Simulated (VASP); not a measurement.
# PtSe2 (Fm-3m) in VASP: a series of runs

The runs below take PtSe2 through single point, with PBE.

All numbers are computed with VASP 6.6.1; they aren't measurements. Logs are shortened: lines on timing, memory, paths and dates and some standing lists are left out, and cuts for length are marked.

## 1. The cell of the first run

The structure is cubic, space group Fm-3m (No. 225). The conventional cell has a = 6.292 Å, b = 6.292 Å, c = 6.292 Å, α = 90.00°, β = 90.00°, γ = 90.00°. Within 3.6 Å of Pt (site symmetry m-3m) lie 8 Se at 2.72 Å. Within 3.6 Å of Se (site symmetry -43m) lie 4 Pt at 2.72 Å and 6 Se at 3.15 Å.

## 2. Single point, PBE

Contents of INCAR:

```
  PREC = Accurate
  ENCUT = 520
  EDIFF = 1E-6
  ISMEAR = -1
  SIGMA = 0.02
  LREAL = False
  LASPH = True
  NELM = 100
  ALGO = Normal
  ISIF = 2
  LWAVE = False
  LCHARG = True
  GGA = PE
  LELF = True
  LVHAR = True
  NBANDS = 18
```

Contents of KPOINTS:

```
regular mesh
0
Gamma
  6 6 6
```

Contents of POSCAR:

```
PtSe2
1.0
    0.0000000000      3.1459370854      3.1459370854
    3.1459370854      0.0000000000      3.1459370854
    3.1459370854      3.1459370854      0.0000000000
Pt Se
1 2
Direct
    0.0000000000      0.0000000000      0.0000000000
    0.2500000000      0.2500000000      0.2500000000
    0.7500000000      0.7500000000      0.7500000000
```

Potentials or basis: VASP PAW PBE potentials, release 64 (Pt, Se).

Command:

```sh
cat potpaw_PBE.64/Pt/POTCAR potpaw_PBE.64/Se/POTCAR > POTCAR
mpirun -np 1 vasp_std > vasp.out
```

OUTCAR:

```text
PREC = Accurate
   ENCUT = 520
   EDIFF = 1E-6
   ISMEAR = -1
   LREAL = False
   LASPH = True
   NELM = 100
   ISIF = 2
   GGA = PE

 ion  position               nearest neighbor table
   1  0.000  0.000  0.000-   3 2.72   3 2.72   3 2.72   2 2.72   3 2.72   2 2.72   2 2.72   2 2.72

   2  0.250  0.250  0.250-   1 2.72   1 2.72   1 2.72   1 2.72
   3  0.750  0.750  0.750-   1 2.72   1 2.72   1 2.72   1 2.72

  LATTYP: Found a face centered cubic cell.
 ALAT       =     6.2918741708

  Lattice vectors:

 A1 = (   0.0000000000,   3.1459370854,   3.1459370854)
 A2 = (   3.1459370854,   0.0000000000,   3.1459370854)
 A3 = (   3.1459370854,   3.1459370854,   0.0000000000)

Analysis of symmetry for initial positions (statically):
=====================================================================
 Subroutine PRICEL returns:
 Original cell was already a primitive cell.

 Routine SETGRP: Setting up the symmetry group for a
 face centered cubic supercell.

 Subroutine GETGRP returns: Found 48 space group operations
 (whereof 48 operations were pure point group operations)
 out of a pool of 48 trial point group operations.

The static configuration has the point symmetry O_h .

Analysis of symmetry for dynamics (positions and initial velocities):
=====================================================================
 Subroutine PRICEL returns:
 Original cell was already a primitive cell.

 Routine SETGRP: Setting up the symmetry group for a
 face centered cubic supercell.

 Subroutine GETGRP returns: Found 48 space group operations
 (whereof 48 operations were pure point group operations)
 out of a pool of 48 trial point group operations.

The dynamic configuration has the point symmetry O_h .

 Subroutine INISYM returns: Found 48 space group operations
 (whereof 48 operations are pure point group operations),
 and found     1 'primitive' translations

----------------------------------------------------------------------------------------

                                     Primitive cell

  volume of cell :      62.2702

  direct lattice vectors                    reciprocal lattice vectors
     0.000000000  3.145937085  3.145937085    -0.158935156  0.158935156  0.158935156
     3.145937085  0.000000000  3.145937085     0.158935156 -0.158935156  0.158935156
     3.145937085  3.145937085  0.000000000     0.158935156  0.158935156 -0.158935156

  length of vectors
     4.449026893  4.449026893  4.449026893     0.275283765  0.275283765  0.275283765

  position of ions in fractional coordinates (direct lattice)
     0.000000000  0.000000000  0.000000000
     0.250000000  0.250000000  0.250000000
     0.750000000  0.750000000  0.750000000

  ion indices of the primitive-cell ions
   primitive index   ion index
                 1           1
                 2           2
                 3           3

----------------------------------------------------------------------------------------

 KPOINTS: regular mesh

Automatic generation of k-mesh.
 Grid dimensions read from file:
 generate k-points for:    6    6    6

 Generating k-lattice:

  Cartesian coordinates                     Fractional coordinates (reciprocal lattice)
    -0.026489193  0.026489193  0.026489193     0.166666667  0.000000000  0.000000000
     0.026489193 -0.026489193  0.026489193     0.000000000  0.166666667  0.000000000
     0.026489193  0.026489193 -0.026489193     0.000000000  0.000000000  0.166666667

  Length of vectors
     0.045880627  0.045880627  0.045880627

  Shift w.r.t. Gamma in fractional coordinates (k-lattice)
     0.000000000  0.000000000  0.000000000

 Subroutine IBZKPT returns following result:
 ===========================================

 Found     16 irreducible k-points:

 Following reciprocal coordinates:
            Coordinates               Weight
  0.000000  0.000000  0.000000      1.000000
  0.166667  0.000000  0.000000      8.000000
  0.333333  0.000000  0.000000      8.000000
  0.500000  0.000000  0.000000      4.000000
  0.166667  0.166667  0.000000      6.000000
  0.333333  0.166667  0.000000     24.000000
[... 8 lines left out ...]
 -0.333333  0.333333  0.166667     24.000000
 -0.333333  0.500000  0.166667     12.000000
   k-points           NKPTS =     16   k-points in BZ     NKDIM =     16   number of bands    NBANDS=     18
   number of dos      NEDOS =    301   number of ions     NIONS =      3
   total plane-waves  NPLWV =  46656
   dimension x,y,z NGX =    36 NGY =   36 NGZ =   36
   dimension x,y,z NGXF=    72 NGYF=   72 NGZF=   72
   ions per type =               1   2
   NGX,Y,Z   is equivalent  to a cutoff of  13.45, 13.45, 13.45 a.u.
   NGXF,Y,Z  is equivalent  to a cutoff of  26.90, 26.90, 26.90 a.u.
 SYSTEM =  unknown system
   PREC   = accura    normal or accurate (medium, high low for compatibility)
   ISTART =      0    job   : 0-new  1-cont  2-samecut
   ICHARG =      2    charge: 1-file 2-atom 10-const
   ISPIN  =      1    spin polarized calculation?
   LNONCOLLINEAR =      F non collinear calculations
   LSORBIT =      F    spin-orbit coupling
   LASPH  =      T    aspherical Exc in radial PAW
   ENCUT  =  520.0 eV  38.22 Ry    6.18 a.u.   8.27  8.27  8.27*2*pi/ulx,y,z
   NELM   =    100;   NELMIN=  2; NELMDL= -5     # of ELM steps
   EDIFF  = 0.1E-05   stopping-criterion for ELM
   LREAL  =      F    real-space projection
   EDIFFG = 0.1E-04   stopping-criterion for IOM
   NSW    =      0    number of steps for IOM
   IBRION =     -1    ionic relax: 0-MD 1-quasi-New 2-CG
   NFREE  =      0    steps in history (QN), initial steepest desc. (CG)
   ISIF   =      2    stress and relaxation
   ISYM   =      2    0-nonsym 1-usesym 2-fastsym
   POTIM  = 0.5000    time-step for ionic-motion
   TEBEG  =    0.0;   TEEND  =   0.0 temperature during run
   PSTRESS=    0.0 pullay stress
   NELECT =      22.0000    total number of electrons
   NUPDOWN=      -1.0000    fix difference up-down
   EMIN   =  10.00;   EMAX   =-10.00  energy-range for DOS
   EFERMI =   0.00;   METHOD = LEGACY
   ISMEAR =    -1;   SIGMA  =   0.02  broadening in eV -4-tet -1-fermi 0-gaus
   EFERMI_NEDOS =   21; number of points for ismear=-14 and -15
   IALGO  =     38    algorithm
   IMIX   =      4    mixing-type and parameters
     AMIX     =   0.40;   BMIX     =  1.00
     AMIX_MAG =   1.60;   BMIX_MAG =  1.00
  volume/ion in A,a.u.               =      20.76       140.07
  Fermi-wavevector in a.u.,A,eV,Ry     =   1.157326  2.187029 18.223689  1.339403
  Thomas-Fermi vector in A             =   2.293938
   LORBIT       =      0    0 simple, 1 ext, 2 COOP (PROOUT), +10 PAW based schemes
   GGA     = PE    functional components
   LHFCALC =     F    Hartree Fock is set to
   AEXX    =    0.0000 exact exchange contribution
   IVDW    =     0    specifies the selected vdW correction
   LEPSILON=     F    determine dielectric tensor
   LRPA    =     F    only Hartree local field effects (RPA)
 non-spin polarized calculation
  energy-cutoff  :      520.00
  volume of cell :       62.27
 maximum number of plane-waves:      1694
 NGX is ok and might be reduce to    36
   NGX = 17   NGY = 17   NGZ = 17

 number of electron      21.9999999 magnetization

 Free energy of the ion-electron system (eV)
  ---------------------------------------------------
  ext. energy  EPLUGINS =         0.00000000
  ---------------------------------------------------
  free energy    TOTEN  =       -12.82744037 eV

  energy without entropy =      -12.82215966  energy(sigma->0) =      -12.82480002

 E-fermi :   6.7494     XC(G=0): -10.6068

 val. band max:        6.7352116711   @ k =   0.1667   0.0000   0.0000
 cond. band min:       6.7738962775   @ k =  -0.1667   0.1667   0.0000
 fundamental gap:      0.0386846065
 Fermi energy:         6.7494336355

 k-point     1 :       0.0000    0.0000    0.0000
  band No.  band energies     occupation
      1      -9.3190      2.00000
      2      -5.5092      2.00000
      3       0.0107      2.00000
      4       0.0107      2.00000
      5       0.0107      2.00000
      6       2.8610      2.00000
[... 10 lines left out ...]
     17      10.0021      0.00000
     18      14.0214      0.00000

 k-point     2 :       0.1667    0.0000    0.0000
  band No.  band energies     occupation
      1      -9.0929      2.00000
      2      -5.8917      2.00000
      3       0.1644      2.00000
      4       0.1644      2.00000
      5       0.6530      2.00000
      6       2.7040      2.00000
[... 10 lines left out ...]
     17      11.2451      0.00000
     18      14.9967      0.00000

 k-point     3 :       0.3333    0.0000    0.0000
  band No.  band energies     occupation
      1      -8.4762      2.00000
      2      -6.6927      2.00000
      3       0.5105      2.00000
      4       0.5105      2.00000
      5       1.8575      2.00000
      6       2.0486      2.00000
[... 10 lines left out ...]
     17      13.2694      0.00000
     18      16.4913      0.00000

 k-point     4 :       0.5000    0.0000    0.0000
  band No.  band energies     occupation
      1      -7.7696      2.00000
      2      -7.4454      2.00000
      3       0.6987      2.00000
      4       0.6987      2.00000
      5       1.1505      2.00000
      6       2.9900      2.00000
[... 207 lines left out ...]
      4       0.1723      2.00000
      5       0.9792      2.00000
      6       2.1210      2.00000
[... 10 lines left out ...]
     17      14.6143      0.00000
     18      15.2430      0.00000

 k-point    15 :      -0.3333    0.3333    0.1667
  band No.  band energies     occupation
      1      -7.5024      2.00000
      2      -7.4134      2.00000
      3      -0.5393      2.00000
      4       0.0405      2.00000
      5       1.3457      2.00000
      6       1.9573      2.00000
[... 10 lines left out ...]
     17      14.9426      0.00000
     18      15.6005      0.00000

 k-point    16 :      -0.3333    0.5000    0.1667
  band No.  band energies     occupation
      1      -7.6051      2.00000
      2      -7.1797      2.00000
      3      -1.1258      2.00000
      4       0.1935      2.00000
      5       1.4617      2.00000
      6       1.9938      2.00000
[... 10 lines left out ...]
     17      15.0934      0.00000
     18      16.0449      0.00000

------------------------ aborting loop because EDIFF is reached ----------------------------------------

  FORCE on cell =-STRESS in cart. coord.  units (eV):
  Direction    XX          YY          ZZ          XY          YZ          ZX
  --------------------------------------------------------------------------------------
  -------------------------------------------------------------------------------------
  Total       -0.0219489     -0.0219489     -0.0219489      0.0000000     -0.0000000      0.0000000
  in kB       -0.5647337     -0.5647337     -0.5647337      0.0000000     -0.0000000      0.0000000
  external PRESSURE =      -0.5647337 kB  Pullay stress =       0.0000000 kB

 VOLUME and BASIS-vectors are now :
 -----------------------------------------------------------------------------
  energy-cutoff  :      520.00
  volume of cell :       62.27
      direct lattice vectors                 reciprocal lattice vectors
     0.000000000  3.145937085  3.145937085    -0.158935156  0.158935156  0.158935156
     3.145937085  0.000000000  3.145937085     0.158935156 -0.158935156  0.158935156
     3.145937085  3.145937085  0.000000000     0.158935156  0.158935156 -0.158935156

 POSITION                                       TOTAL-FORCE (eV/Angst)
 -----------------------------------------------------------------------------------
      0.00000      0.00000      0.00000         0.000000     -0.000000      0.000000
      1.57297      1.57297      1.57297        -0.000000     -0.000000     -0.000000
      4.71891      4.71891      4.71891         0.000000      0.000000     -0.000000
 -----------------------------------------------------------------------------------
    total drift:                               -0.000000      0.000000      0.000000

  FREE ENERGIE OF THE ION-ELECTRON SYSTEM (eV)
  ---------------------------------------------------
  free  energy   TOTEN  =       -12.8274403701 eV

  energy  without entropy=      -12.8221596642  energy(sigma->0) =      -12.82480002
```

Run time: 32 s. Hardware: 1 thread of Intel Xeon 8259CL, shared host; peak memory 0.2 GiB.

What came out:

- Free energy: -12.8274 eV
- Pressure: -0.1 GPa
- Band gap on the k mesh: zero (bands 11 and 12 overlap by 0.44 eV)

Caveat: spin-orbit coupling is left out, which moves the levels of the heavy elements.

## 3. Single point, PBE (21.38 Å³/atom)

This run uses another cell than the first one, of 21.38 Å³/atom.

Contents of INCAR:

```
PREC = Accurate
ENCUT = 520
EDIFF = 1E-7
ISMEAR = -1
SIGMA = 0.02
LREAL = F
LASPH = T
NELM = 80
ALGO = Normal
ISIF = 2
LWAVE = F
LCHARG = F
GGA = PE
NBANDS = 18
```

KPOINTS is that of step 2.

Contents of POSCAR:

```
PtSe2
1.0
    0.0000000000      3.1770870032      3.1770870032
    3.1770870032      0.0000000000      3.1770870032
    3.1770870032      3.1770870032      0.0000000000
Pt Se
1 2
Direct
    0.0000000000      0.0000000000      0.0000000000
    0.2500000000      0.2500000000      0.2500000000
    0.7500000000      0.7500000000      0.7500000000
```

Potentials or basis: VASP PAW PBE potentials, release 64 (Pt, Se).

Command:

```sh
cat potpaw_PBE.64/Pt/POTCAR potpaw_PBE.64/Se/POTCAR > POTCAR
mpirun -np 1 vasp_std > vasp.out
```

Wall time 31 s (1 thread of Intel Xeon 8259CL, shared host); peak memory 0.2 GiB.

Results (log left out):

```
Free energy            : -12.8093 eV
Pressure               : -3.0 GPa
Band gap on the k mesh : zero (bands 11 and 12 overlap by 0.41 eV)
```

Levels at points of the mesh, in eV from the Fermi level:
```
           k point  band 7  band 8  band 9  band 10  band 11  band 12  band 13  band 14  band 15  band 16
(0.00, 0.00, 0.00)   -3.71   -1.27   -1.27    -1.27     0.02     0.02     0.02     1.32     3.37     3.37
(0.50, 0.00, 0.00)   -3.59   -3.59   -3.58    -3.58    -2.51     0.15     0.15     4.15     6.24     7.07
(0.50, 0.50, 0.00)   -4.44   -3.64   -3.40    -2.65     0.40     1.19     1.19     1.77     6.11     7.13
```

Caveat: the cell stands under tension; spin-orbit coupling is left out, which moves the levels of the heavy elements.
